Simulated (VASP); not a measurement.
# GaO (F-43m) in VASP: a series of runs

The runs below take GaO through single point, relaxation of cell and atoms, with PBE.

Program: VASP 6.6.1. These are calculated values, not measurements. Logs are shortened: lines on timing, memory, paths and dates and some standing lists are left out, and cuts for length are marked.

## (1) The cell of the first run

The structure is cubic, space group F-43m (No. 216). The conventional cell has a = 4.732 Å, b = 4.732 Å, c = 4.732 Å, α = 90.00°, β = 90.00°, γ = 90.00°. Within 2.7 Å of Ga (site symmetry -43m) lie 4 O at 2.05 Å. O (site symmetry -43m) has 4 Ga at 2.05 Å within 2.7 Å.

## (2) Single point, PBE, collinear spin, ferromagnetic start

File INCAR:

```
SYSTEM = GaO
PREC = Accurate
ENCUT = 520
EDIFF = 1E-6
ISMEAR = 0
SIGMA = 0.1
LREAL = .FALSE.
LASPH = .TRUE.
NELM = 150
ALGO = Normal
ISIF = 2
LWAVE = .FALSE.
LCHARG = .FALSE.
ISPIN = 2
MAGMOM = 0 1
LORBIT = 11
GGA = PE
NBANDS = 20
```

File KPOINTS:

```
regular mesh
0
G
  6 6 6
  0 0 0
```

File POSCAR:

```
GaO
1.0
    0.0000000000      2.3658612800      2.3658612800
    2.3658612800      0.0000000000      2.3658612800
    2.3658612800      2.3658612800      0.0000000000
Ga O
1 1
Direct
    0.0000000000      0.0000000000      0.0000000000
    0.7500000000      0.7500000000      0.7500000000
```

Potentials or basis: VASP PAW PBE potentials, release 64 (Ga_d, O).

Started as:

```console
$ cat potpaw_PBE.64/Ga_d/POTCAR potpaw_PBE.64/O/POTCAR > POTCAR
$ mpirun -np 1 vasp_std > vasp.out
```

OUTCAR:

```text
SYSTEM = GaO
   PREC = Accurate
   ENCUT = 520
   EDIFF = 1E-6
   ISMEAR = 0
   LREAL = .FALSE.
   LASPH = .TRUE.
   NELM = 150
   ISIF = 2
   ISPIN = 2
   LORBIT = 11
   GGA = PE

 ion  position               nearest neighbor table
   1  0.000  0.000  0.000-   2 2.05   2 2.05   2 2.05   2 2.05
   2  0.750  0.750  0.750-   1 2.05   1 2.05   1 2.05   1 2.05

  LATTYP: Found a face centered cubic cell.
 ALAT       =     4.7317225600

  Lattice vectors:

 A1 = (   0.0000000000,   2.3658612800,   2.3658612800)
 A2 = (   2.3658612800,   0.0000000000,   2.3658612800)
 A3 = (   2.3658612800,   2.3658612800,   0.0000000000)

Analysis of symmetry for initial positions (statically):
=====================================================================
 Subroutine PRICEL returns:
 Original cell was already a primitive cell.

 Routine SETGRP: Setting up the symmetry group for a
 face centered cubic supercell.

 Subroutine GETGRP returns: Found 24 space group operations
 (whereof 24 operations were pure point group operations)
 out of a pool of 48 trial point group operations.

The static configuration has the point symmetry T_d .

Analysis of symmetry for dynamics (positions and initial velocities):
=====================================================================
 Subroutine PRICEL returns:
 Original cell was already a primitive cell.

 Routine SETGRP: Setting up the symmetry group for a
 face centered cubic supercell.

 Subroutine GETGRP returns: Found 24 space group operations
 (whereof 24 operations were pure point group operations)
 out of a pool of 48 trial point group operations.

The dynamic configuration has the point symmetry T_d .

Analysis of structural, dynamic, and magnetic symmetry:
=====================================================================
 Subroutine PRICEL returns:
 Original cell was already a primitive cell.

 Routine SETGRP: Setting up the symmetry group for a
 face centered cubic supercell.

 Subroutine GETGRP returns: Found 24 space group operations
 (whereof 24 operations were pure point group operations)
 out of a pool of 48 trial point group operations.

The overall configuration has the point symmetry T_d .

 Subroutine INISYM returns: Found 24 space group operations
 (whereof 24 operations are pure point group operations),
 and found     1 'primitive' translations

----------------------------------------------------------------------------------------

                                     Primitive cell

  volume of cell :      26.4849

  direct lattice vectors                    reciprocal lattice vectors
     0.000000000  2.365861280  2.365861280    -0.211339525  0.211339525  0.211339525
     2.365861280  0.000000000  2.365861280     0.211339525 -0.211339525  0.211339525
     2.365861280  2.365861280  0.000000000     0.211339525  0.211339525 -0.211339525

  length of vectors
     3.345833109  3.345833109  3.345833109     0.366050796  0.366050796  0.366050796

  position of ions in fractional coordinates (direct lattice)
     0.000000000  0.000000000  0.000000000
     0.750000000  0.750000000  0.750000000

  ion indices of the primitive-cell ions
   primitive index   ion index
                 1           1
                 2           2

----------------------------------------------------------------------------------------

 KPOINTS: regular mesh

Automatic generation of k-mesh.
 Grid dimensions read from file:
 generate k-points for:    6    6    6

 Generating k-lattice:

  Cartesian coordinates                     Fractional coordinates (reciprocal lattice)
    -0.035223254  0.035223254  0.035223254     0.166666667  0.000000000  0.000000000
     0.035223254 -0.035223254  0.035223254     0.000000000  0.166666667  0.000000000
     0.035223254  0.035223254 -0.035223254     0.000000000  0.000000000  0.166666667

  Length of vectors
     0.061008466  0.061008466  0.061008466

  Shift w.r.t. Gamma in fractional coordinates (k-lattice)
     0.000000000  0.000000000  0.000000000

 Subroutine IBZKPT returns following result:
 ===========================================

 Found     16 irreducible k-points:

 Following reciprocal coordinates:
            Coordinates               Weight
  0.000000  0.000000  0.000000      1.000000
  0.166667  0.000000  0.000000      8.000000
  0.333333  0.000000  0.000000      8.000000
  0.500000  0.000000  0.000000      4.000000
  0.166667  0.166667  0.000000      6.000000
  0.333333  0.166667  0.000000     24.000000
[... 8 lines left out ...]
 -0.333333  0.333333  0.166667     24.000000
 -0.333333  0.500000  0.166667     12.000000
   k-points           NKPTS =     16   k-points in BZ     NKDIM =     16   number of bands    NBANDS=     20
   number of dos      NEDOS =    301   number of ions     NIONS =      2
   total plane-waves  NPLWV =  21952
   dimension x,y,z NGX =    28 NGY =   28 NGZ =   28
   dimension x,y,z NGXF=    56 NGYF=   56 NGZF=   56
   ions per type =               1   1
   NGX,Y,Z   is equivalent  to a cutoff of  13.91, 13.91, 13.91 a.u.
   NGXF,Y,Z  is equivalent  to a cutoff of  27.82, 27.82, 27.82 a.u.
 SYSTEM =  GaO
   PREC   = accura    normal or accurate (medium, high low for compatibility)
   ISTART =      0    job   : 0-new  1-cont  2-samecut
   ICHARG =      2    charge: 1-file 2-atom 10-const
   ISPIN  =      2    spin polarized calculation?
   LNONCOLLINEAR =      F non collinear calculations
   LSORBIT =      F    spin-orbit coupling
   LASPH  =      T    aspherical Exc in radial PAW
   ENCUT  =  520.0 eV  38.22 Ry    6.18 a.u.   6.22  6.22  6.22*2*pi/ulx,y,z
   NELM   =    150;   NELMIN=  2; NELMDL= -5     # of ELM steps
   EDIFF  = 0.1E-05   stopping-criterion for ELM
   LREAL  =      F    real-space projection
   EDIFFG = 0.1E-04   stopping-criterion for IOM
   NSW    =      0    number of steps for IOM
   IBRION =     -1    ionic relax: 0-MD 1-quasi-New 2-CG
   NFREE  =      0    steps in history (QN), initial steepest desc. (CG)
   ISIF   =      2    stress and relaxation
   ISYM   =      2    0-nonsym 1-usesym 2-fastsym
   POTIM  = 0.5000    time-step for ionic-motion
   TEBEG  =    0.0;   TEEND  =   0.0 temperature during run
   PSTRESS=    0.0 pullay stress
   NELECT =      19.0000    total number of electrons
   NUPDOWN=      -1.0000    fix difference up-down
   EMIN   =  10.00;   EMAX   =-10.00  energy-range for DOS
   EFERMI =   0.00;   METHOD = LEGACY
   ISMEAR =     0;   SIGMA  =   0.10  broadening in eV -4-tet -1-fermi 0-gaus
   EFERMI_NEDOS =   21; number of points for ismear=-14 and -15
   IALGO  =     38    algorithm
   IMIX   =      4    mixing-type and parameters
     AMIX     =   0.40;   BMIX     =  1.00
     AMIX_MAG =   1.60;   BMIX_MAG =  1.00
  volume/ion in A,a.u.               =      13.24        89.36
  Fermi-wavevector in a.u.,A,eV,Ry     =   1.465526  2.769442 29.222123  2.147765
  Thomas-Fermi vector in A             =   2.581372
   LORBIT       =     11    0 simple, 1 ext, 2 COOP (PROOUT), +10 PAW based schemes
   GGA     = PE    functional components
   LHFCALC =     F    Hartree Fock is set to
   AEXX    =    0.0000 exact exchange contribution
   IVDW    =     0    specifies the selected vdW correction
   LEPSILON=     F    determine dielectric tensor
   LRPA    =     F    only Hartree local field effects (RPA)
 spin polarized calculation
 Gauss-broadening in eV      SIGMA  =   0.10
  energy-cutoff  :      520.00
  volume of cell :       26.48
 maximum number of plane-waves:       725
 NGX is ok and might be reduce to    28
   NGX = 13   NGY = 13   NGZ = 13

 number of electron      19.0000006 magnetization      -0.0050668

 number of electron      19.0000006 magnetization       0.0006088

 Free energy of the ion-electron system (eV)
  ---------------------------------------------------
  ext. energy  EPLUGINS =         0.00000000
  ---------------------------------------------------
  free energy    TOTEN  =        -9.84046330 eV

  energy without entropy =       -9.83405713  energy(sigma->0) =       -9.83726021

 E-fermi :   6.6071     XC(G=0): -10.9235

 val. band max:        6.6069623497   @ k =   0.5000   0.1667   0.0000
 cond. band min:       6.6074483614   @ k =   0.5000   0.1667   0.0000
 fundamental gap:      0.0004860118
 Fermi energy:         6.6071044263

 spin component 1

 k-point     1 :       0.0000    0.0000    0.0000
  band No.  band energies     occupation
      1     -15.0440      1.00000
      2      -9.7370      1.00000
      3      -9.7370      1.00000
      4      -9.7370      1.00000
      5      -9.5292      1.00000
      6      -9.5292      1.00000
[... 12 lines left out ...]
     19      22.6366      0.00000
     20      24.0865      0.00000

 k-point     2 :       0.1667    0.0000    0.0000
  band No.  band energies     occupation
      1     -14.9071      1.00000
      2      -9.7146      1.00000
      3      -9.7146      1.00000
      4      -9.6659      1.00000
      5      -9.5297      1.00000
      6      -9.5297      1.00000
[... 12 lines left out ...]
     19      25.1995      0.00000
     20      27.5059      0.00000

 k-point     3 :       0.3333    0.0000    0.0000
  band No.  band energies     occupation
      1     -14.6310      1.00000
      2      -9.6846      1.00000
      3      -9.6846      1.00000
      4      -9.5146      1.00000
      5      -9.5146      1.00000
      6      -9.4353      1.00000
[... 12 lines left out ...]
     19      27.1313      0.00000
     20      29.8133      0.00000

 k-point     4 :       0.5000    0.0000    0.0000
  band No.  band energies     occupation
      1     -14.4931      1.00000
      2      -9.6787      1.00000
      3      -9.6787      1.00000
      4      -9.4973      1.00000
      5      -9.4973      1.00000
      6      -9.2525      1.00000
[... 242 lines left out ...]
     19      27.7774      0.00000
     20      29.6202      0.00000

 k-point    15 :      -0.3333    0.3333    0.1667
  band No.  band energies     occupation
      1     -14.3734      1.00000
      2      -9.6527      1.00000
      3      -9.6118      1.00000
      4      -9.5391      1.00000
      5      -9.5125      1.00000
      6      -9.1305      1.00000
[... 12 lines left out ...]
     19      28.3619      0.00000
     20      31.5889      0.00000

 k-point    16 :      -0.3333    0.5000    0.1667
  band No.  band energies     occupation
      1     -14.3331      1.00000
      2      -9.6398      1.00000
      3      -9.6037      1.00000
      4      -9.5317      1.00000
      5      -9.5023      1.00000
      6      -9.1217      1.00000
[... 12 lines left out ...]
     19      31.1039      0.00000
     20      32.1403      0.00000
 Fermi energy:         6.6071044263

 spin component 2

 k-point     1 :       0.0000    0.0000    0.0000
  band No.  band energies     occupation
      1     -15.0437      1.00000
      2      -9.7369      1.00000
      3      -9.7369      1.00000
      4      -9.7369      1.00000
      5      -9.5291      1.00000
      6      -9.5291      1.00000
[... 12 lines left out ...]
     19      22.6368      0.00000
     20      24.0873      0.00000

 k-point     2 :       0.1667    0.0000    0.0000
  band No.  band energies     occupation
      1     -14.9069      1.00000
      2      -9.7145      1.00000
      3      -9.7145      1.00000
      4      -9.6658      1.00000
      5      -9.5296      1.00000
      6      -9.5296      1.00000
[... 12 lines left out ...]
     19      25.1999      0.00000
     20      27.5065      0.00000

 k-point     3 :       0.3333    0.0000    0.0000
  band No.  band energies     occupation
      1     -14.6308      1.00000
      2      -9.6845      1.00000
      3      -9.6845      1.00000
      4      -9.5145      1.00000
      5      -9.5145      1.00000
      6      -9.4352      1.00000
[... 12 lines left out ...]
     19      27.1317      0.00000
     20      29.8137      0.00000

 k-point     4 :       0.5000    0.0000    0.0000
  band No.  band energies     occupation
      1     -14.4928      1.00000
      2      -9.6786      1.00000
      3      -9.6786      1.00000
      4      -9.4972      1.00000
      5      -9.4972      1.00000
      6      -9.2524      1.00000
[... 245 lines left out ...]
 k-point    15 :      -0.3333    0.3333    0.1667
  band No.  band energies     occupation
      1     -14.3731      1.00000
      2      -9.6526      1.00000
      3      -9.6117      1.00000
      4      -9.5390      1.00000
      5      -9.5124      1.00000
      6      -9.1304      1.00000
[... 12 lines left out ...]
     19      28.3622      0.00000
     20      31.5893      0.00000

 k-point    16 :      -0.3333    0.5000    0.1667
  band No.  band energies     occupation
      1     -14.3329      1.00000
      2      -9.6397      1.00000
      3      -9.6036      1.00000
      4      -9.5316      1.00000
      5      -9.5022      1.00000
      6      -9.1216      1.00000
[... 12 lines left out ...]
     19      31.1043      0.00000
     20      32.1400      0.00000

------------------------ aborting loop because EDIFF is reached ----------------------------------------

  FORCE on cell =-STRESS in cart. coord.  units (eV):
  Direction    XX          YY          ZZ          XY          YZ          ZX
  --------------------------------------------------------------------------------------
  -------------------------------------------------------------------------------------
  Total        1.4808586      1.4808586      1.4808586      0.0000000      0.0000000      0.0000000
  in kB       89.5831515     89.5831515     89.5831515      0.0000000      0.0000000      0.0000000
  external PRESSURE =      89.5831515 kB  Pullay stress =       0.0000000 kB

 VOLUME and BASIS-vectors are now :
 -----------------------------------------------------------------------------
  energy-cutoff  :      520.00
  volume of cell :       26.48
      direct lattice vectors                 reciprocal lattice vectors
     0.000000000  2.365861280  2.365861280    -0.211339525  0.211339525  0.211339525
     2.365861280  0.000000000  2.365861280     0.211339525 -0.211339525  0.211339525
     2.365861280  2.365861280  0.000000000     0.211339525  0.211339525 -0.211339525

 POSITION                                       TOTAL-FORCE (eV/Angst)
 -----------------------------------------------------------------------------------
      0.00000      0.00000      0.00000         0.000000     -0.000000      0.000000
      3.54879      3.54879      3.54879        -0.000000      0.000000     -0.000000
 -----------------------------------------------------------------------------------
    total drift:                               -0.000002     -0.000002     -0.000002

  FREE ENERGIE OF THE ION-ELECTRON SYSTEM (eV)
  ---------------------------------------------------
  free  energy   TOTEN  =        -9.8404632995 eV

  energy  without entropy=       -9.8340571256  energy(sigma->0) =       -9.83726021

 total charge

# of ion       s       p       d       tot
------------------------------------------
    1        0.888   0.570  10.068  11.526
    2        1.622   3.358   0.000   4.980
--------------------------------------------------
tot          2.511   3.928  10.068  16.506

 magnetization (x)

# of ion       s       p       d       tot
------------------------------------------
    1        0.000   0.000   0.000   0.000
    2        0.000   0.000   0.000   0.000
--------------------------------------------------
tot          0.000   0.000   0.000   0.000
```

Run time: 18 s. Hardware: 1 thread of Intel Xeon 6975P-C, shared host; peak memory 0.17 GiB.

Results:

```
Free energy                                           : -9.8405 eV
Pressure                                              : 9.0 GPa
Net moment                                            : 0.00 μB per cell
Valence electrons inside the program's atomic spheres : Ga 11.53; O 4.98
```

Caveat: the k points lie up to 0.38 Å⁻¹ apart.

(Continued in part 2 of 2.)
